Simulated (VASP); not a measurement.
Pb: single point with PBE+D3(BJ)

Slab: Pb, a slab with vacuum.

```xyz
4
Lattice="3.4403 0.0000 0.0000 -1.7201 2.9794 0.0000 0.0000 0.0000 39.4030" Properties=species:S:1:pos:R:3 pbc="T T T"
Pb    0.0000    0.0000   21.4155
Pb    0.0000    0.0000   17.9875
Pb    0.0000    1.9862   15.1909
Pb    1.7201    0.9931   24.2121
```

| Item | Value |
| --- | --- |
| Program | VASP 6.6.1 |
| Task | single point |
| Functional | PBE |
| Dispersion | D3(BJ) |
| Potentials or basis | VASP PAW PBE potentials, release 64 (Pb_d) |
| Cutoff | 520 eV |
| k mesh | 12 × 12 × 1 |
| Occupations | gaussian, width 0.1 eV |
| Spin | no spin polarisation |

```json
{
  "Band gap on the k mesh": "zero (band 28 reaches 2.33 eV, above the bottom of band 29 at -1.92 eV)",
  "Dispersion energy per atom": "-0.314 eV"
}
```

Levels at points of the mesh, in eV from the Fermi level:
```tsv
k point	band 26	band 27	band 28	band 29	band 30	band 31
(0.00, 0.00, 0.00)	-1.97	0.76	2.55	3.53	3.82	3.83
(0.50, 0.00, 0.00)	-3.42	-2.67	-2.46	0.35	1.34	2.42
```

It took 4.5 min on 1 thread of Intel(R) Xeon(R) 6975P-C (Granite Rapids), on a shared host, peak memory 0.61 GiB.

Caveat: spin-orbit coupling is left out, which moves the levels of the heavy elements.
